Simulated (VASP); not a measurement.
A run of VASP 6.6.1 is set up as follows.

Contents of INCAR:

```
PREC = Accurate
ENCUT = 520
EDIFF = 1E-7
ISMEAR = -1
SIGMA = 0.08
LREAL = False
LASPH = True
NELM = 60
ALGO = Normal
ISIF = 2
LWAVE = False
LCHARG = False
GGA = PE
NBANDS = 7
```

File KPOINTS:

```
Automatic mesh
0
Gamma
  27 27 27
```

The input POSCAR:

```
Be
1.0
    0.0000000000      1.1904707108      1.1904707108
    1.1904707108      0.0000000000      1.1904707108
    1.1904707108      1.1904707108      0.0000000000
Be
1
Direct
    0.0000000000      0.0000000000      0.0000000000
```

Potentials or basis: VASP PAW PBE potentials, release 64 (Be).

The run is started by

```sh
$ cat potpaw_PBE.64/Be/POTCAR > POTCAR
$ mpirun -np 1 vasp_std > vasp.out
```

(1) Predict the pressure.

(2) What does it give for the band gap on the k mesh?

Results:

(1) 423.3 GPa.

(2) zero (bands 1 and 2 overlap by 1.42 eV).

Caveat: the cell stands under pressure.
